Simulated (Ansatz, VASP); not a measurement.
Given: the input of a run of Ansatz 0.2.0 on Fe.

input.yaml

```yaml
crystal:
  lattice:
    - [-1.443, 1.443, 1.443]
    - [1.443, -1.443, 1.443]
    - [1.443, 1.443, -1.443]
  atoms:
    - { symbol: Fe, position: [0.0, 0.0, 0.0], spin: 3.0 }
hamiltonian:
  xc: revpbe
  pseudopotentials: { kind: paw }
magnetization:
  spin_polarized: true
kpoints:
  mp_grid: { grid: [13, 13, 13] }
scf:
  occupations: { method: fermi_dirac, width: 0.05 }
output:
  forces: true
  stress: true
relax:
  f_tol: 0.01
  max_steps: 40
  cell: { stress_tol: 0.05 }
```

Potentials or basis: Ansatz PAW.

The run is started by

```bash
$ ansatz run input.yaml --threads 2 --pin off --max-ram 5632MiB --backend cpu --events-out ev --progress --plain --runs-dir out
```

**Question.** Translate it to VASP 6.6.1. Potentials there: VASP PAW PBE potentials, release 64 (Fe).

**Answer.** As run (the cutoff follows the program's own potentials):

Contents of INCAR:

```
PREC = Accurate
ENCUT = 600
EDIFF = 1E-6
ISMEAR = -1
SIGMA = 0.05
LREAL = F
LASPH = T
NELM = 150
ALGO = Normal
ISIF = 3
LWAVE = F
LCHARG = F
ISPIN = 2
MAGMOM = 3
LORBIT = 11
LMAXMIX = 4
GGA = RE
IBRION = 2
NSW = 60
EDIFFG = -0.01
```

File KPOINTS:

```
regular mesh
0
Gamma
  13 13 13
```

Contents of POSCAR:

```
Fe
1.0
   -1.4430000000      1.4430000000      1.4430000000
    1.4430000000     -1.4430000000      1.4430000000
    1.4430000000      1.4430000000     -1.4430000000
Fe
1
Direct
    0.0000000000      0.0000000000      0.0000000000
```

Potentials or basis: VASP PAW PBE potentials, release 64 (Fe).

Launch:

```console
$ cat potpaw_PBE.64/Fe/POTCAR > POTCAR
$ mpirun -np 1 vasp_std > vasp.out
```

Both were run:

|  | VASP | Ansatz | Ansatz less VASP |
| --- | --- | --- | --- |
| net moment per atom (μB) | 2.20 | 2.17 | -0.027 |
| size of the moment on the site where the two differ most (μB) | 2.20 | 2.23 | +0.027 |
| relaxed volume (Å³/atom) | 11.58 | 11.57 | -0.011 |
| relaxed cell length with the largest relative difference (Å) | 2.469 | 2.468 | -0.0008 |

VASP's potentials were made for PBE, not for revPBE. Site moments also hang on the region over which each program counts them. VASP's potentials hold 8 valence electrons a cell and Ansatz's 16, so a difference there can come from the potentials and not from the codes.

Noted on Ansatz's run: the plane-wave basis is chosen anew once the cell has moved, so the energies of steps on either side of that aren't comparable.
